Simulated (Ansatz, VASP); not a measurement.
# InSb: VASP beside Ansatz

```
In Sb
1.0
    -3.05675    3.05675    1.81190
     3.05675   -3.05675    1.81190
     3.05675    3.05675   -1.81190
In Sb
1 1
Direct
  0.25000 0.75000 0.50000
  0.00000 0.00000 0.00000
```

Alike in both runs: task single point; functional PBE; k mesh 16 × 16 × 16; occupations gaussian, width 0.15 eV; no spin polarisation.

|  | VASP | Ansatz |
| --- | --- | --- |
| version | VASP 6.6.1 | Ansatz 0.2.0 |
| potentials or method | VASP PAW PBE potentials, release 64 (In_d, Sb), cutoff 520 eV | scalar-relativistic, plane waves, PAW |
| valence electrons in the cell | 18 | 28 |

VASP gave:

* gap on the k mesh at the Fermi level (eV): none
* pressure (GPa): -5.0
* traceless stress, the component that is largest in VASP (GPa): -0.51

**Question.** What did Ansatz give for the same quantities?

**Answer.** gap on the k mesh at the Fermi level (eV): none; pressure (GPa): -4.9; traceless stress, the component that is largest in VASP (GPa): -0.50.

A gap of «none» marks a metal or a gap that the smearing closes. VASP's potentials hold 18 valence electrons a cell and Ansatz's 28, so a difference there can come from the potentials and not from the codes.

Spin-orbit coupling is off throughout.
